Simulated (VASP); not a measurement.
Input of a VASP 6.6.1 run:

File INCAR:

```
PREC = Accurate
ENCUT = 520
EDIFF = 1E-7
ISMEAR = 0
SIGMA = 0.1
LREAL = F
LASPH = T
NELM = 60
ALGO = Normal
ISIF = 2
LWAVE = F
LCHARG = F
GGA = CA
NBANDS = 12
```

The input KPOINTS:

```
regular mesh
0
Gamma
  8 8 8
```

POSCAR

```
V
1.0
   -1.5129450000      1.5129450000      1.5129450000
    1.5129450000     -1.5129450000      1.5129450000
    1.5129450000      1.5129450000     -1.5129450000
V
1
Direct
    0.0000000000      0.0000000000      0.0000000000
```

Potentials or basis: VASP PAW LDA potentials, release 64 (V_sv).

The run is started by

```console
$ cat potpaw_LDA.64/V_sv/POTCAR > POTCAR
$ mpirun -np 1 vasp_std > vasp.out
```

Q: Predict the band gap on the k mesh.

A: Zero (an odd number of electrons rules out a gap without spin polarisation).

Q: Estimate the pressure.

A: -18.2 GPa.

Caveat: the k points lie up to 0.37 Å⁻¹ apart, too coarse for converged energies and pressures of a metal.
